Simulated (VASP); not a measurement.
Write the native input for VASP 6.6.1 that does the following.

| Property | Result |
| --- | --- |
| Task | single point |
| Functional | PBE |
| Potentials or basis | VASP PAW PBE potentials, release 64 (Na_pv, Cl) |
| Cutoff | 520 eV |
| k mesh | 6 × 6 × 1 |
| Occupations | gaussian, width 0.1 eV |
| Spin | no spin polarisation |
| Dipole correction | yes |
| Further INCAR settings | ALGO = Normal; EDIFF = 1e-06; NBANDS = 14 |

The structure of NaCl lies in POSCAR:

```
NaCl
1.0
    4.0446510000      0.0000000000      0.0000000000
   -2.0223250000      3.5027700000      0.0000000000
    0.0000000000      0.0000000000     15.0000000000
Na Cl
1 1
Direct
    0.0000000000      0.0000000000      0.4724796400
    0.6666666700      0.3333333300      0.5275203600
```

One way to write it, as run:

INCAR

```
ALGO = Normal
DIPOL = 0.5 0.5 0.500
EDIFF = 1E-6
ENCUT = 520
GGA = PE
IDIPOL = 3
ISIF = 2
ISMEAR = 0
LASPH = T
LCHARG = F
LDIPOL = T
LREAL = F
LWAVE = F
NBANDS = 14
NELM = 60
PREC = Accurate
SIGMA = 0.1
```

KPOINTS

```
k-points
0
Gamma
  6 6 1
```

Potentials or basis: VASP PAW PBE potentials, release 64 (Na_pv, Cl).

Run with:

```bash
$ cat potpaw_PBE.64/Na_pv/POTCAR potpaw_PBE.64/Cl/POTCAR > POTCAR
$ mpirun -np 1 vasp_std > vasp.out
```

Results of the run:

| Quantity | Value |
| --- | --- |
| Largest force | 0.273 eV/Å |
| Band gap on the k mesh | 3.38 eV, direct |

Wall time 21 s on 1 thread of AMD EPYC 9R45 (Zen 5) (shared host), peak memory 0.25 GiB.
